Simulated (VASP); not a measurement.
# NiO (Fm-3m) in VASP: a series of runs

NiO is run at these levels: PBEsol+U; tasks: single point.

All numbers are computed with VASP 6.6.1; they aren't measurements. Logs are shortened: lines on timing, memory, paths and dates and some standing lists are left out, and cuts for length are marked.

### Step 1. The cell of the first run

Symmetry: Fm-3m, No. 225, cubic system. Conventional cell: a = 4.168 Å, b = 4.168 Å, c = 4.168 Å, α = 90.00°, β = 90.00°, γ = 90.00°. Ni (site symmetry m-3m) has 6 O at 2.08 Å within 2.8 Å. O (site symmetry m-3m) has 6 Ni at 2.08 Å within 2.8 Å.

### Step 2. Single point, PBEsol+U, collinear spin, ferromagnetic start

Input file INCAR:

```
SYSTEM = NiO
ALGO = Normal ; EDIFF = 1E-6
ENCUT = 520 ; GGA = PS
ISIF = 2 ; ISMEAR = -1
ISPIN = 2 ; LASPH = .True.
LCHARG = .False. ; LDAU = .True.
LDAUJ = 0 0 ; LDAUL = 2 -1
LDAUPRINT = 1 ; LDAUTYPE = 2
LDAUU = 6.2 0 ; LMAXMIX = 4
LORBIT = 11 ; LREAL = .False.
LWAVE = .False. ; MAGMOM = 2 0
NBANDS = 19 ; NELM = 150
PREC = Accurate ; SIGMA = 0.02
```

Input file KPOINTS:

```
k-points
0
Gamma
  8 8 8
  0 0 0
```

Input file POSCAR:

```
NiO
1.0
    0.0000000000      2.0842000000      2.0842000000
    2.0842000000      0.0000000000      2.0842000000
    2.0842000000      2.0842000000      0.0000000000
Ni O
1 1
Direct
    0.5000000000      0.5000000000      0.5000000000
    0.0000000000      0.0000000000      0.0000000000
```

Potentials or basis: VASP PAW PBE potentials, release 64 (Ni, O).

Run with:

```bash
cat potpaw_PBE.64/Ni/POTCAR potpaw_PBE.64/O/POTCAR > POTCAR
mpirun -np 1 vasp_std > vasp.out
```

OUTCAR:

```text
SYSTEM = NiO
   EDIFF = 1E-6
   ENCUT = 520
   GGA = PS
   ISIF = 2
   ISMEAR = -1
   ISPIN = 2
   LASPH = .True.
   LORBIT = 11
   LREAL = .False.
   NELM = 150
   PREC = Accurate

 ion  position               nearest neighbor table
   1  0.500  0.500  0.500-   2 2.08   2 2.08   2 2.08   2 2.08   2 2.08   2 2.08
   2  0.000  0.000  0.000-   1 2.08   1 2.08   1 2.08   1 2.08   1 2.08   1 2.08

  LATTYP: Found a face centered cubic cell.
 ALAT       =     4.1684000000

  Lattice vectors:

 A1 = (   0.0000000000,   2.0842000000,   2.0842000000)
 A2 = (   2.0842000000,   0.0000000000,   2.0842000000)
 A3 = (   2.0842000000,   2.0842000000,   0.0000000000)

Analysis of symmetry for initial positions (statically):
=====================================================================
 Subroutine PRICEL returns:
 Original cell was already a primitive cell.

 Routine SETGRP: Setting up the symmetry group for a
 face centered cubic supercell.

 Subroutine GETGRP returns: Found 48 space group operations
 (whereof 48 operations were pure point group operations)
 out of a pool of 48 trial point group operations.

The static configuration has the point symmetry O_h .

Analysis of symmetry for dynamics (positions and initial velocities):
=====================================================================
 Subroutine PRICEL returns:
 Original cell was already a primitive cell.

 Routine SETGRP: Setting up the symmetry group for a
 face centered cubic supercell.

 Subroutine GETGRP returns: Found 48 space group operations
 (whereof 48 operations were pure point group operations)
 out of a pool of 48 trial point group operations.

The dynamic configuration has the point symmetry O_h .

Analysis of structural, dynamic, and magnetic symmetry:
=====================================================================
 Subroutine PRICEL returns:
 Original cell was already a primitive cell.

 Routine SETGRP: Setting up the symmetry group for a
 face centered cubic supercell.

 Subroutine GETGRP returns: Found 48 space group operations
 (whereof 48 operations were pure point group operations)
 out of a pool of 48 trial point group operations.

The overall configuration has the point symmetry O_h .

 Subroutine INISYM returns: Found 48 space group operations
 (whereof 48 operations are pure point group operations),
 and found     1 'primitive' translations

----------------------------------------------------------------------------------------

                                     Primitive cell

  volume of cell :      18.1071

  direct lattice vectors                    reciprocal lattice vectors
     0.000000000  2.084200000  2.084200000    -0.239900202  0.239900202  0.239900202
     2.084200000  0.000000000  2.084200000     0.239900202 -0.239900202  0.239900202
     2.084200000  2.084200000  0.000000000     0.239900202  0.239900202 -0.239900202

  length of vectors
     2.947503907  2.947503907  2.947503907     0.415519338  0.415519338  0.415519338

  position of ions in fractional coordinates (direct lattice)
     0.500000000  0.500000000  0.500000000
     0.000000000  0.000000000  0.000000000

  ion indices of the primitive-cell ions
   primitive index   ion index
                 1           1
                 2           2

----------------------------------------------------------------------------------------

 KPOINTS: k-points

Automatic generation of k-mesh.
 Grid dimensions read from file:
 generate k-points for:    8    8    8

 Generating k-lattice:

  Cartesian coordinates                     Fractional coordinates (reciprocal lattice)
    -0.029987525  0.029987525  0.029987525     0.125000000  0.000000000  0.000000000
     0.029987525 -0.029987525  0.029987525     0.000000000  0.125000000  0.000000000
     0.029987525  0.029987525 -0.029987525     0.000000000  0.000000000  0.125000000

  Length of vectors
     0.051939917  0.051939917  0.051939917

  Shift w.r.t. Gamma in fractional coordinates (k-lattice)
     0.000000000  0.000000000  0.000000000

 Subroutine IBZKPT returns following result:
 ===========================================

 Found     29 irreducible k-points:

 Following reciprocal coordinates:
            Coordinates               Weight
  0.000000  0.000000  0.000000      1.000000
  0.125000  0.000000  0.000000      8.000000
  0.250000  0.000000  0.000000      8.000000
  0.375000  0.000000  0.000000      8.000000
  0.500000  0.000000  0.000000      4.000000
  0.125000  0.125000  0.000000      6.000000
[... 16 lines left out ...]
  0.500000  0.250000  0.125000     48.000000
 -0.375000  0.250000  0.125000     24.000000
 [... further k-points ...]
   k-points           NKPTS =     29   k-points in BZ     NKDIM =     29   number of bands    NBANDS=     19
   number of dos      NEDOS =    301   number of ions     NIONS =      2
   total plane-waves  NPLWV =  13824
   dimension x,y,z NGX =    24 NGY =   24 NGZ =   24
   dimension x,y,z NGXF=    48 NGYF=   48 NGZF=   48
   ions per type =               1   1
   NGX,Y,Z   is equivalent  to a cutoff of  13.54, 13.54, 13.54 a.u.
   NGXF,Y,Z  is equivalent  to a cutoff of  27.07, 27.07, 27.07 a.u.
 SYSTEM =  NiO
   PREC   = accura    normal or accurate (medium, high low for compatibility)
   ISTART =      0    job   : 0-new  1-cont  2-samecut
   ICHARG =      2    charge: 1-file 2-atom 10-const
   ISPIN  =      2    spin polarized calculation?
   LNONCOLLINEAR =      F non collinear calculations
   LSORBIT =      F    spin-orbit coupling
   LASPH  =      T    aspherical Exc in radial PAW
   ENCUT  =  520.0 eV  38.22 Ry    6.18 a.u.   5.48  5.48  5.48*2*pi/ulx,y,z
   NELM   =    150;   NELMIN=  2; NELMDL= -5     # of ELM steps
   EDIFF  = 0.1E-05   stopping-criterion for ELM
   LREAL  =      F    real-space projection
   EDIFFG = 0.1E-04   stopping-criterion for IOM
   NSW    =      0    number of steps for IOM
   IBRION =     -1    ionic relax: 0-MD 1-quasi-New 2-CG
   NFREE  =      0    steps in history (QN), initial steepest desc. (CG)
   ISIF   =      2    stress and relaxation
   ISYM   =      2    0-nonsym 1-usesym 2-fastsym
   POTIM  = 0.5000    time-step for ionic-motion
   TEBEG  =    0.0;   TEEND  =   0.0 temperature during run
   PSTRESS=    0.0 pullay stress
   NELECT =      16.0000    total number of electrons
   NUPDOWN=      -1.0000    fix difference up-down
   EMIN   =  10.00;   EMAX   =-10.00  energy-range for DOS
   EFERMI =   0.00;   METHOD = LEGACY
   ISMEAR =    -1;   SIGMA  =   0.02  broadening in eV -4-tet -1-fermi 0-gaus
   EFERMI_NEDOS =   21; number of points for ismear=-14 and -15
   IALGO  =     38    algorithm
   IMIX   =      4    mixing-type and parameters
     AMIX     =   0.40;   BMIX     =  1.00
     AMIX_MAG =   1.60;   BMIX_MAG =  1.00
  volume/ion in A,a.u.               =       9.05        61.10
  Fermi-wavevector in a.u.,A,eV,Ry     =   1.570961  2.968686 33.578074  2.467919
  Thomas-Fermi vector in A             =   2.672616
   LORBIT       =     11    0 simple, 1 ext, 2 COOP (PROOUT), +10 PAW based schemes
 LDA+U is selected, type is set to LDAUTYPE =  2
   angular momentum for each species LDAUL =     2   -1
   U (eV)           for each species LDAUU =   6.2  0.0
   J (eV)           for each species LDAUJ =   0.0  0.0
   GGA     = PS    functional components
   LHFCALC =     F    Hartree Fock is set to
   AEXX    =    0.0000 exact exchange contribution
   IVDW    =     0    specifies the selected vdW correction
   LEPSILON=     F    determine dielectric tensor
   LRPA    =     F    only Hartree local field effects (RPA)
 spin polarized calculation
  energy-cutoff  :      520.00
  volume of cell :       18.11
 maximum number of plane-waves:       531
 NGX is ok and might be reduce to    24
   NGX = 11   NGY = 11   NGZ = 11

atom =   1  type =  1  l = 2

 onsite density matrix

spin component  1

  0.9836  0.0000  0.0000  0.0000 -0.0000
  0.0000  0.9836  0.0000  0.0000 -0.0000
  0.0000  0.0000  1.0398  0.0000 -0.0000
  0.0000  0.0000  0.0000  0.9836  0.0000
 -0.0000 -0.0000 -0.0000  0.0000  1.0398

spin component  2

  0.9820  0.0000  0.0000  0.0000 -0.0000
  0.0000  0.9820 -0.0000  0.0000 -0.0000
  0.0000 -0.0000  0.1471  0.0000 -0.0000
  0.0000  0.0000  0.0000  0.9820 -0.0000
 -0.0000 -0.0000 -0.0000 -0.0000  0.1471

 occupancies and eigenvectors

  o =  0.1471  v =  0.0000  0.0000  0.0000  0.0000  0.0000  0.0000  0.0000 -1.0000  0.0000  0.0045      0.0000  0.0000  0.0000  0.0000  0.0000  0.0000  0.0000  0.0000  0.0000  0.0000
  o =  0.1471  v =  0.0000  0.0000  0.0000  0.0000  0.0000  0.0000 -0.0000 -0.0045 -0.0000 -1.0000      0.0000  0.0000  0.0000  0.0000  0.0000  0.0000  0.0000  0.0000  0.0000  0.0000
  o =  0.9820  v =  0.0000  0.0000  0.0000  0.0000  0.0000  1.0000  0.0000  0.0000  0.0000  0.0000      0.0000  0.0000  0.0000  0.0000  0.0000  0.0000  0.0000  0.0000  0.0000  0.0000
  o =  0.9820  v =  0.0000  0.0000  0.0000  0.0000  0.0000  0.0000 -0.4415  0.0000  0.8973  0.0000      0.0000  0.0000  0.0000  0.0000  0.0000  0.0000  0.0000  0.0000  0.0000  0.0000
  o =  0.9820  v =  0.0000  0.0000  0.0000  0.0000  0.0000  0.0000 -0.8973 -0.0000 -0.4415  0.0000      0.0000  0.0000  0.0000  0.0000  0.0000  0.0000  0.0000  0.0000  0.0000  0.0000
  o =  0.9836  v =  1.0000  0.0000  0.0000  0.0000  0.0000  0.0000  0.0000  0.0000  0.0000  0.0000      0.0000  0.0000  0.0000  0.0000  0.0000  0.0000  0.0000  0.0000  0.0000  0.0000
  o =  0.9836  v =  0.0000  0.2526  0.0000 -0.9676  0.0000  0.0000  0.0000  0.0000  0.0000  0.0000      0.0000  0.0000  0.0000  0.0000  0.0000  0.0000  0.0000  0.0000  0.0000  0.0000
  o =  0.9836  v =  0.0000 -0.9676  0.0000 -0.2526 -0.0000  0.0000  0.0000  0.0000  0.0000  0.0000      0.0000  0.0000  0.0000  0.0000  0.0000  0.0000  0.0000  0.0000  0.0000  0.0000
  o =  1.0398  v =  0.0000  0.0000  0.9992  0.0000  0.0394  0.0000  0.0000  0.0000  0.0000  0.0000      0.0000  0.0000  0.0000  0.0000  0.0000  0.0000  0.0000  0.0000  0.0000  0.0000
  o =  1.0398  v =  0.0000 -0.0000 -0.0394  0.0000  0.9992  0.0000  0.0000  0.0000  0.0000  0.0000      0.0000  0.0000  0.0000  0.0000  0.0000  0.0000  0.0000  0.0000  0.0000  0.0000

 number of electron      16.0000000 magnetization       2.0000000

 Free energy of the ion-electron system (eV)
  ---------------------------------------------------
  ext. energy  EPLUGINS =         0.00000000
  ---------------------------------------------------
  free energy    TOTEN  =       -10.98223322 eV

  energy without entropy =      -10.98223322  energy(sigma->0) =      -10.98223322

 E-fermi :   7.2077     XC(G=0): -12.9447

 val. band max:        6.7381782282   @ k =   0.5000   0.0000   0.0000
 cond. band min:       9.0214921136   @ k =   0.0000   0.0000   0.0000
 fundamental gap:      2.2833138854
 Fermi energy:         7.2077186563

 spin component 1

 k-point     1 :       0.0000    0.0000    0.0000
  band No.  band energies     occupation
      1     -12.1808      1.00000
      2       0.6673      1.00000
      3       0.6674      1.00000
      4       1.7427      1.00000
      5       1.7427      1.00000
      6       1.7427      1.00000
[... 11 lines left out ...]
     18      30.1313      0.00000
     19      30.1313      0.00000
[... 485 lines left out ...]
 k-point    24 :      -0.3750    0.2500    0.1250
  band No.  band energies     occupation
      1     -10.7206      1.00000
      2      -0.5414      1.00000
      3      -0.1929      1.00000
      4      -0.1260      1.00000
      5       2.0328      1.00000
      6       2.3714      1.00000
[... 11 lines left out ...]
     18      36.9244      0.00000
     19      37.7250      0.00000

 [... further k-points ...]

 spin component 2

 k-point     1 :       0.0000    0.0000    0.0000
  band No.  band energies     occupation
      1     -11.8497      1.00000
      2       2.8292      1.00000
      3       2.8292      1.00000
      4       2.8297      1.00000
      5       5.6235      1.00000
      6       5.6235      1.00000
[... 11 lines left out ...]
     18      35.9696      0.00000
     19      35.9698      0.00000
[... 485 lines left out ...]
 k-point    24 :      -0.3750    0.2500    0.1250
  band No.  band energies     occupation
      1     -10.1835      1.00000
      2       0.1628      1.00000
      3       2.0657      1.00000
      4       3.0951      1.00000
      5       4.2134      1.00000
      6       4.5160      1.00000
[... 11 lines left out ...]
     18      39.0113      0.00000
     19      40.0964      0.00000

 [... further k-points ...]
[... 5 lines left out ...]
  --------------------------------------------------------------------------------------
  -------------------------------------------------------------------------------------
  Total       -0.7320722     -0.7320722     -0.7320722      0.0000000     -0.0000000      0.0000000
  in kB      -64.7763276    -64.7763276    -64.7763276      0.0000000     -0.0000000      0.0000000
  external PRESSURE =     -64.7763276 kB  Pullay stress =       0.0000000 kB

 VOLUME and BASIS-vectors are now :
 -----------------------------------------------------------------------------
  energy-cutoff  :      520.00
  volume of cell :       18.11
      direct lattice vectors                 reciprocal lattice vectors
     0.000000000  2.084200000  2.084200000    -0.239900202  0.239900202  0.239900202
     2.084200000  0.000000000  2.084200000     0.239900202 -0.239900202  0.239900202
     2.084200000  2.084200000  0.000000000     0.239900202  0.239900202 -0.239900202

 POSITION                                       TOTAL-FORCE (eV/Angst)
 -----------------------------------------------------------------------------------
      2.08420      2.08420      2.08420         0.000000      0.000000      0.000000
      0.00000      0.00000      0.00000        -0.000000      0.000000     -0.000000
 -----------------------------------------------------------------------------------
    total drift:                                0.000000     -0.000000      0.000000

  FREE ENERGIE OF THE ION-ELECTRON SYSTEM (eV)
  ---------------------------------------------------
  free  energy   TOTEN  =       -10.9822332232 eV

  energy  without entropy=      -10.9822332232  energy(sigma->0) =      -10.98223322

 total charge

# of ion       s       p       d       tot
------------------------------------------
    1        0.350   0.436   8.241   9.028
    2        1.541   3.462   0.000   5.003
--------------------------------------------------
tot          1.892   3.898   8.241  14.031

 magnetization (x)

# of ion       s       p       d       tot
------------------------------------------
    1        0.011   0.014   1.788   1.812
    2        0.018   0.163   0.000   0.182
--------------------------------------------------
tot          0.030   0.177   1.788   1.994
```

It took 11 s on 1 thread of Intel Xeon 6975P-C (Granite Rapids), shared host; peak memory 0.15 GiB.

Results:

```yaml
Free_energy: -10.9822 eV
Pressure: -6.5 GPa
Band_gap_on_the_k_mesh: 2.28 eV, indirect (least direct gap 3.16 eV)
Net_moment: 2.00 μB per cell
Site_moments: Ni +1.81; O +0.18 μB
Valence_electrons_inside_the_program's_atomic_spheres: Ni 9.03; O 5.00
```

Eigenvalues of the final occupation matrices:
```
    site  spin  trace               eigenvalues
site 1 d     1   5.03  0.98 0.98 0.98 1.04 1.04
site 1 d     2   3.24  0.15 0.15 0.98 0.98 0.98
```

Caveat: the PAW data sets were made with another functional, which shifts forces and pressure a little; a cell with one magnetic atom can't hold antiferromagnetic order, which such compounds often take.

(Continued in part 2 of 2.)
